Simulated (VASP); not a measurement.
# Ba (Fm-3m) in VASP: notebook

Runs on Ba. Level: PBE. Tasks: relaxation of cell and atoms, single point.

All numbers are computed with VASP 6.6.1; they aren't measurements. Logs are shortened: lines on timing, memory, paths and dates and some standing lists are left out, and cuts for length are marked.

## Step 1: The cell of the first run

It takes space group Fm-3m (No. 225, cubic). The conventional cell has a = 6.341 Å, b = 6.341 Å, c = 6.341 Å, α = 90.00°, β = 90.00°, γ = 90.00°. Ba (site symmetry m-3m) has 12 Ba at 4.48 Å within 5.9 Å.

## Step 2: Relaxation of cell and atoms, PBE

File INCAR:

```
  ALGO = Fast
  EDIFF = 1E-6
  EDIFFG = -0.01
  ENCUT = 600
  GGA = PE
  IBRION = 2
  ISIF = 3
  ISMEAR = 0
  LASPH = True
  LCHARG = False
  LREAL = False
  LWAVE = False
  NELM = 60
  NSW = 80
  PREC = Accurate
  SIGMA = 0.1
```

File KPOINTS:

```
k-points
0
Gamma
  12 12 12
```

File POSCAR:

```
Ba
1.0
    0.0000000000      3.1706325491      3.1706325491
    3.1706325491      0.0000000000      3.1706325491
    3.1706325491      3.1706325491      0.0000000000
Ba
1
Direct
    0.0000000000      0.0000000000      0.0000000000
```

Potentials or basis: VASP PAW PBE potentials, release 64 (Ba_sv).

Command:

```
> cat potpaw_PBE.64/Ba_sv/POTCAR > POTCAR
> mpirun -np 1 vasp_std > vasp.out
```

OUTCAR:

```text
EDIFF = 1E-6
   EDIFFG = -0.01
   ENCUT = 600
   GGA = PE
   IBRION = 2
   ISIF = 3
   ISMEAR = 0
   LASPH = True
   LREAL = False
   NELM = 60
   NSW = 80
   PREC = Accurate

 ion  position               nearest neighbor table
   1  0.000  0.000  0.000-

  LATTYP: Found a face centered cubic cell.
 ALAT       =     6.3412650982

  Lattice vectors:

 A1 = (   0.0000000000,   3.1706325491,   3.1706325491)
 A2 = (   3.1706325491,   0.0000000000,   3.1706325491)
 A3 = (   3.1706325491,   3.1706325491,   0.0000000000)

Analysis of symmetry for initial positions (statically):
=====================================================================
 Subroutine PRICEL returns:
 Original cell was already a primitive cell.

 Routine SETGRP: Setting up the symmetry group for a
 face centered cubic supercell.

 Subroutine GETGRP returns: Found 48 space group operations
 (whereof 48 operations were pure point group operations)
 out of a pool of 48 trial point group operations.

The static configuration has the point symmetry O_h .

Analysis of symmetry for dynamics (positions and initial velocities):
=====================================================================
 Subroutine PRICEL returns:
 Original cell was already a primitive cell.

 Routine SETGRP: Setting up the symmetry group for a
 face centered cubic supercell.

 Subroutine GETGRP returns: Found 48 space group operations
 (whereof 48 operations were pure point group operations)
 out of a pool of 48 trial point group operations.

The dynamic configuration has the point symmetry O_h .

 Subroutine INISYM returns: Found 48 space group operations
 (whereof 48 operations are pure point group operations),
 and found     1 'primitive' translations

----------------------------------------------------------------------------------------

                                     Primitive cell

  volume of cell :      63.7482

  direct lattice vectors                    reciprocal lattice vectors
     0.000000000  3.170632549  3.170632549    -0.157697239  0.157697239  0.157697239
     3.170632549  0.000000000  3.170632549     0.157697239 -0.157697239  0.157697239
     3.170632549  3.170632549  0.000000000     0.157697239  0.157697239 -0.157697239

  length of vectors
     4.483951552  4.483951552  4.483951552     0.273139631  0.273139631  0.273139631

  position of ions in fractional coordinates (direct lattice)
[... 138 lines left out ...]

 VOLUME and BASIS-vectors are now :
 -----------------------------------------------------------------------------
  energy-cutoff  :      600.00
  volume of cell :       63.75
      direct lattice vectors                 reciprocal lattice vectors
     0.000000000  3.170632549  3.170632549    -0.157697239  0.157697239  0.157697239
     3.170632549  0.000000000  3.170632549     0.157697239 -0.157697239  0.157697239
     3.170632549  3.170632549  0.000000000     0.157697239  0.157697239 -0.157697239

 POSITION                                       TOTAL-FORCE (eV/Angst)
 -----------------------------------------------------------------------------------
      0.00000      0.00000      0.00000        -0.000000      0.000000      0.000000
 -----------------------------------------------------------------------------------
    total drift:                               -0.000000      0.000000      0.000000

  FREE ENERGIE OF THE ION-ELECTRON SYSTEM (eV)
  ---------------------------------------------------
  free  energy   TOTEN  =        -1.8952849718 eV

  energy  without entropy=       -1.8876948984  energy(sigma->0) =       -1.89148994

--------------------------------------- Ionic step        2  -------------------------------------------

 number of electron      10.0000000 magnetization

 Free energy of the ion-electron system (eV)
  ---------------------------------------------------
  ext. energy  EPLUGINS =         0.00000000
  ---------------------------------------------------
  free energy    TOTEN  =        -1.89540034 eV

  energy without entropy =       -1.88777009  energy(sigma->0) =       -1.89158522

 E-fermi :   1.6532     XC(G=0):  -7.3557

 val. band max:        1.6526401925   @ k =  -0.4167   0.4167   0.0000
 cond. band min:       1.6562392288   @ k =  -0.3333   0.3333   0.0000
 fundamental gap:      0.0035990364
 Fermi energy:         1.6531608775

 k-point     1 :       0.0000    0.0000    0.0000
  band No.  band energies     occupation
      1     -27.2982      2.00000
      2     -12.2624      2.00000
      3     -12.2624      2.00000
      4     -12.2624      2.00000
      5      -1.1524      2.00000
      6       3.3831      0.00000
      7       3.3831      0.00000
      8       3.3831      0.00000
      9       4.9181      0.00000
[... 265 lines left out ...]
 k-point    24 :      -0.4167    0.1667    0.0000
  band No.  band energies     occupation
      1     -27.2573      2.00000
      2     -12.6582      2.00000
      3     -12.4006      2.00000
      4     -12.3361      2.00000
      5       1.0937      2.00000
      6       2.2269      0.00000
      7       2.8864      0.00000
      8       3.6082      0.00000
      9       5.7369      0.00000

 [... further k-points ...]

------------------------ aborting loop because EDIFF is reached ----------------------------------------

  FORCE on cell =-STRESS in cart. coord.  units (eV):
  Direction    XX          YY          ZZ          XY          YZ          ZX
  --------------------------------------------------------------------------------------
  -------------------------------------------------------------------------------------
  Total        0.0037346      0.0037346      0.0037346     -0.0000000     -0.0000000     -0.0000000
  in kB        0.0934311      0.0934311      0.0934311     -0.0000000     -0.0000000     -0.0000000
  external PRESSURE =       0.0934311 kB  Pullay stress =       0.0000000 kB

 VOLUME and BASIS-vectors are now :
 -----------------------------------------------------------------------------
  energy-cutoff  :      600.00
  volume of cell :       64.04
      direct lattice vectors                 reciprocal lattice vectors
    -0.000000000  3.175505394  3.175505394    -0.157455251  0.157455251  0.157455251
     3.175505394 -0.000000000  3.175505394     0.157455251 -0.157455251  0.157455251
     3.175505394  3.175505394  0.000000000     0.157455251  0.157455251 -0.157455251

 POSITION                                       TOTAL-FORCE (eV/Angst)
 -----------------------------------------------------------------------------------
      3.17551      3.17551      0.00000         0.000000      0.000000      0.000000
 -----------------------------------------------------------------------------------
    total drift:                                0.000000      0.000000      0.000000

  FREE ENERGIE OF THE ION-ELECTRON SYSTEM (eV)
  ---------------------------------------------------
  free  energy   TOTEN  =        -1.8954003426 eV

  energy  without entropy=       -1.8877700876  energy(sigma->0) =       -1.89158522

 reached required accuracy - stopping structural energy minimisation
```

Wall time 25 s (1 thread of Intel Xeon 6975P-C (Granite Rapids), shared host); peak memory 0.24 GiB.

Results:

- Free energy: -1.8954 eV
- Relaxed volume: 64.04 Å³/atom
- Relaxed cell: a = 4.491 Å, b = 4.491 Å, c = 4.491 Å, α = 60.00°, β = 60.00°, γ = 60.00°
- Space group after relaxing (to 0.05 Å): Fm-3m (No. 225)
- Energy gained by relaxing: 0.1 meV/atom
- Ionic steps: 2
- Pressure after relaxing: 0.0 GPa
- Band gap on the k mesh: zero (band 5 reaches 1.77 eV, above the bottom of band 6 at 1.47 eV)

The path:
| step | energy change (eV) | largest force (eV/Å) | pressure (GPa) | volume (Å³) |
| --- | --- | --- | --- | --- |
| 1 | 0.0000 | 0.0000 | 0.08 | 63.75 |
| 2 | -0.0001 | 0.0000 | 0.01 | 64.04 |

Final structure:
```
CELL_PARAMETERS angstrom
0.00000 3.17551 3.17551
3.17551 0.00000 3.17551
3.17551 3.17551 0.00000
ATOMIC_POSITIONS crystal
Ba 0.00000 0.00000 0.00000
```

Caveat: spin-orbit coupling is left out, which moves the levels of the heavy elements.

## Step 3: Single point, PBE

File INCAR:

```
ALGO     = Fast           # electronic algorithm
EDIFF    = 1E-6           # SCF threshold, eV
ENCUT    = 520            # plane-wave cutoff, eV
GGA      = PE             # functional
ISIF     = 2              # what is computed and relaxed
ISMEAR   = 0              # smearing method
LASPH    = T              # aspherical terms in the spheres
LCHARG   = F              # write CHGCAR
LREAL    = F              # projectors in reciprocal space
LWAVE    = F              # write WAVECAR
NBANDS   = 11             # bands
NELM     = 60             # most SCF steps
PREC     = Accurate       # precision mode
SIGMA    = 0.1            # smearing width, eV
```

KPOINTS is that of step 2.

POSCAR is that of step 2.

Potentials or basis: VASP PAW PBE potentials, release 64 (Ba_sv).

Command:

```
> cat potpaw_PBE.64/Ba_sv/POTCAR > POTCAR
> mpirun -np 1 vasp_std > vasp.out
```

OUTCAR:

```text
EDIFF = 1E-6
   ENCUT = 520
   GGA = PE
   ISIF = 2
   ISMEAR = 0
   LASPH = T
   LREAL = F
   NELM = 60
   PREC = Accurate

 ion  position               nearest neighbor table
   1  0.000  0.000  0.000-

  LATTYP: Found a face centered cubic cell.
 ALAT       =     6.3412650982

  Lattice vectors:

 A1 = (   0.0000000000,   3.1706325491,   3.1706325491)
 A2 = (   3.1706325491,   0.0000000000,   3.1706325491)
 A3 = (   3.1706325491,   3.1706325491,   0.0000000000)

Analysis of symmetry for initial positions (statically):
=====================================================================
 Subroutine PRICEL returns:
 Original cell was already a primitive cell.

 Routine SETGRP: Setting up the symmetry group for a
 face centered cubic supercell.

 Subroutine GETGRP returns: Found 48 space group operations
 (whereof 48 operations were pure point group operations)
 out of a pool of 48 trial point group operations.

The static configuration has the point symmetry O_h .

Analysis of symmetry for dynamics (positions and initial velocities):
=====================================================================
 Subroutine PRICEL returns:
 Original cell was already a primitive cell.

 Routine SETGRP: Setting up the symmetry group for a
 face centered cubic supercell.

 Subroutine GETGRP returns: Found 48 space group operations
 (whereof 48 operations were pure point group operations)
 out of a pool of 48 trial point group operations.

The dynamic configuration has the point symmetry O_h .

 Subroutine INISYM returns: Found 48 space group operations
 (whereof 48 operations are pure point group operations),
 and found     1 'primitive' translations

----------------------------------------------------------------------------------------

                                     Primitive cell

  volume of cell :      63.7482

  direct lattice vectors                    reciprocal lattice vectors
     0.000000000  3.170632549  3.170632549    -0.157697239  0.157697239  0.157697239
     3.170632549  0.000000000  3.170632549     0.157697239 -0.157697239  0.157697239
     3.170632549  3.170632549  0.000000000     0.157697239  0.157697239 -0.157697239

  length of vectors
     4.483951552  4.483951552  4.483951552     0.273139631  0.273139631  0.273139631

  position of ions in fractional coordinates (direct lattice)
     0.000000000  0.000000000  0.000000000

  ion indices of the primitive-cell ions
   primitive index   ion index
                 1           1

----------------------------------------------------------------------------------------

 KPOINTS: k-points

Automatic generation of k-mesh.
 Grid dimensions read from file:
 generate k-points for:   12   12   12

 Generating k-lattice:

  Cartesian coordinates                     Fractional coordinates (reciprocal lattice)
    -0.013141437  0.013141437  0.013141437     0.083333333  0.000000000  0.000000000
     0.013141437 -0.013141437  0.013141437     0.000000000  0.083333333  0.000000000
     0.013141437  0.013141437 -0.013141437     0.000000000  0.000000000  0.083333333

  Length of vectors
     0.022761636  0.022761636  0.022761636

  Shift w.r.t. Gamma in fractional coordinates (k-lattice)
     0.000000000  0.000000000  0.000000000

 Subroutine IBZKPT returns following result:
 ===========================================

 Found     72 irreducible k-points:

 Following reciprocal coordinates:
            Coordinates               Weight
  0.000000  0.000000  0.000000      1.000000
  0.083333  0.000000  0.000000      8.000000
  0.166667  0.000000  0.000000      8.000000
  0.250000  0.000000  0.000000      8.000000
  0.333333  0.000000  0.000000      8.000000
  0.416667  0.000000  0.000000      8.000000
[... 16 lines left out ...]
  0.500000  0.166667  0.000000     24.000000
 -0.416667  0.166667  0.000000     24.000000
 [... further k-points ...]
   k-points           NKPTS =     72   k-points in BZ     NKDIM =     72   number of bands    NBANDS=     11
   number of dos      NEDOS =    301   number of ions     NIONS =      1
   total plane-waves  NPLWV =  46656
   dimension x,y,z NGX =    36 NGY =   36 NGZ =   36
   dimension x,y,z NGXF=    72 NGYF=   72 NGZF=   72
   ions per type =               1
   NGX,Y,Z   is equivalent  to a cutoff of  13.35, 13.35, 13.35 a.u.
   NGXF,Y,Z  is equivalent  to a cutoff of  26.69, 26.69, 26.69 a.u.
 SYSTEM =  unknown system
   PREC   = accura    normal or accurate (medium, high low for compatibility)
   ISTART =      0    job   : 0-new  1-cont  2-samecut
   ICHARG =      2    charge: 1-file 2-atom 10-const
   ISPIN  =      1    spin polarized calculation?
   LNONCOLLINEAR =      F non collinear calculations
   LSORBIT =      F    spin-orbit coupling
   LASPH  =      T    aspherical Exc in radial PAW
   ENCUT  =  520.0 eV  38.22 Ry    6.18 a.u.   8.34  8.34  8.34*2*pi/ulx,y,z
   NELM   =     60;   NELMIN=  2; NELMDL= -5     # of ELM steps
   EDIFF  = 0.1E-05   stopping-criterion for ELM
   LREAL  =      F    real-space projection
   EDIFFG = 0.1E-04   stopping-criterion for IOM
   NSW    =      0    number of steps for IOM
   IBRION =     -1    ionic relax: 0-MD 1-quasi-New 2-CG
   NFREE  =      0    steps in history (QN), initial steepest desc. (CG)
   ISIF   =      2    stress and relaxation
   ISYM   =      2    0-nonsym 1-usesym 2-fastsym
   POTIM  = 0.5000    time-step for ionic-motion
   TEBEG  =    0.0;   TEEND  =   0.0 temperature during run
   PSTRESS=    0.0 pullay stress
   NELECT =      10.0000    total number of electrons
   NUPDOWN=      -1.0000    fix difference up-down
   EMIN   =  10.00;   EMAX   =-10.00  energy-range for DOS
   EFERMI =   0.00;   METHOD = LEGACY
   ISMEAR =     0;   SIGMA  =   0.10  broadening in eV -4-tet -1-fermi 0-gaus
   EFERMI_NEDOS =   21; number of points for ismear=-14 and -15
   IALGO  =     68    algorithm
   IMIX   =      4    mixing-type and parameters
     AMIX     =   0.40;   BMIX     =  1.00
     AMIX_MAG =   1.60;   BMIX_MAG =  1.00
  volume/ion in A,a.u.               =      63.75       430.19
  Fermi-wavevector in a.u.,A,eV,Ry     =   0.882915  1.668468 10.606272  0.779539
  Thomas-Fermi vector in A             =   2.003611
   LORBIT       =      0    0 simple, 1 ext, 2 COOP (PROOUT), +10 PAW based schemes
   GGA     = PE    functional components
   LHFCALC =     F    Hartree Fock is set to
   AEXX    =    0.0000 exact exchange contribution
   IVDW    =     0    specifies the selected vdW correction
   LEPSILON=     F    determine dielectric tensor
   LRPA    =     F    only Hartree local field effects (RPA)
 non-spin polarized calculation
 RMM-DIIS sequential band-by-band and
 Gauss-broadening in eV      SIGMA  =   0.10
  energy-cutoff  :      520.00
  volume of cell :       63.75
 maximum number of plane-waves:      1759
 NGX is ok and might be reduce to    36
   NGX = 17   NGY = 17   NGZ = 17

 number of electron      10.0000000 magnetization

 Free energy of the ion-electron system (eV)
  ---------------------------------------------------
  ext. energy  EPLUGINS =         0.00000000
  ---------------------------------------------------
  free energy    TOTEN  =        -1.89519901 eV

  energy without entropy =       -1.88760910  energy(sigma->0) =       -1.89140406

 E-fermi :   1.6669     XC(G=0):  -7.3704

 val. band max:        1.6656061577   @ k =  -0.4167   0.4167   0.0000
 cond. band min:       1.6698095561   @ k =  -0.3333   0.3333   0.0000
 fundamental gap:      0.0042033984
 Fermi energy:         1.6669459807

 k-point     1 :       0.0000    0.0000    0.0000
  band No.  band energies     occupation
      1     -27.2773      2.00000
      2     -12.2382      2.00000
      3     -12.2382      2.00000
      4     -12.2382      2.00000
      5      -1.1399      2.00000
      6       3.4027      0.00000
      7       3.4027      0.00000
      8       3.4027      0.00000
      9       4.9458      0.00000
     10       4.9458      0.00000
     11       7.6135      0.00000
[... 309 lines left out ...]
 k-point    24 :      -0.4167    0.1667    0.0000
  band No.  band energies     occupation
      1     -27.2355      2.00000
      2     -12.6400      2.00000
      3     -12.3785      2.00000
      4     -12.3129      2.00000
      5       1.1090      2.00000
      6       2.2472      0.00000
      7       2.9069      0.00000
      8       3.6289      0.00000
      9       5.7685      0.00000
     10       6.3733      0.00000
     11       7.3054      0.00000

 [... further k-points ...]

------------------------ aborting loop because EDIFF is reached ----------------------------------------

  FORCE on cell =-STRESS in cart. coord.  units (eV):
  Direction    XX          YY          ZZ          XY          YZ          ZX
  --------------------------------------------------------------------------------------
  -------------------------------------------------------------------------------------
  Total        0.0326382      0.0326382      0.0326382      0.0000000      0.0000000     -0.0000000
  in kB        0.8202924      0.8202924      0.8202924      0.0000000      0.0000000     -0.0000000
  external PRESSURE =       0.8202924 kB  Pullay stress =       0.0000000 kB

 VOLUME and BASIS-vectors are now :
 -----------------------------------------------------------------------------
  energy-cutoff  :      520.00
  volume of cell :       63.75
      direct lattice vectors                 reciprocal lattice vectors
     0.000000000  3.170632549  3.170632549    -0.157697239  0.157697239  0.157697239
     3.170632549  0.000000000  3.170632549     0.157697239 -0.157697239  0.157697239
     3.170632549  3.170632549  0.000000000     0.157697239  0.157697239 -0.157697239

 POSITION                                       TOTAL-FORCE (eV/Angst)
 -----------------------------------------------------------------------------------
      0.00000      0.00000      0.00000        -0.000000      0.000000      0.000000
 -----------------------------------------------------------------------------------
    total drift:                               -0.000000      0.000000      0.000000

  FREE ENERGIE OF THE ION-ELECTRON SYSTEM (eV)
  ---------------------------------------------------
  free  energy   TOTEN  =        -1.8951990124 eV

  energy  without entropy=       -1.8876091033  energy(sigma->0) =       -1.89140406
```

Run time: 38 s. Hardware: 1 thread of Intel Xeon Platinum 8259CL at 2.50GHz (Skylake/Cascade Lake), shared host; peak memory 0.23 GiB.

What came out:

| Quantity | Value |
| --- | --- |
| Free energy | -1.8952 eV |
| Pressure | 0.1 GPa |
| Band gap on the k mesh | zero (band 5 reaches 1.79 eV, above the bottom of band 6 at 1.48 eV) |

Caveat: spin-orbit coupling is left out, which moves the levels of the heavy elements.
